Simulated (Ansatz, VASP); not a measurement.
# Ga: VASP and Ansatz over several settings

```
Ga
1.0
     1.38300   -4.02650    0.00000
     1.38300    4.02650    0.00000
    -0.11745    0.00000    3.32993
Ga
2
Direct
  0.13100 0.86900 0.75000
  0.86900 0.13100 0.25000
```

Single points on this cell with VASP 6.6.1 and Ansatz 0.2.0. Each row is one pair of runs. Alike in all rows: spin: off; k mesh: 10 × 10 × 8; VASP's potentials, cutoff: VASP PAW PBE potentials, release 64 (Ga_d), 520 eV; Ansatz's potentials, cutoff: Ansatz PAW, 420 eV.

```csv
level,smearing,"gap on the k mesh at the Fermi level (eV), VASP","gap on the k mesh at the Fermi level (eV), Ansatz","pressure (GPa), VASP","pressure (GPa), Ansatz","rms of the force components (eV/Å), VASP","rms of the force components (eV/Å), Ansatz"
PBE,"gaussian, width 0.013 eV",none,none,1.6,1.6,0.127,0.125
PBE,"gaussian, width 0.015 eV",none,none,1.6,1.6,0.126,0.125
PBE,"gaussian, width 0.016 eV",none,none,1.5,1.6,0.126,0.125
PBE,"gaussian, width 0.017 eV",none,none,1.5,1.6,0.126,0.125
PBE,"gaussian, width 0.018 eV",none,none,1.5,1.6,0.126,0.124
PBE,"gaussian, width 0.019 eV",none,none,1.5,1.6,0.126,0.124
PBE,"gaussian, width 0.02 eV",?,none,?,1.6,?,0.124
PBE,"gaussian, width 0.021 eV",none,none,1.6,1.6,0.126,0.124
```

Task: Fill in what VASP gave in row 7.

Result: gap on the k mesh at the Fermi level (eV): none; pressure (GPa): 1.5; rms of the force components (eV/Å): 0.125.

A gap of «none» marks a metal or a gap that the smearing closes.
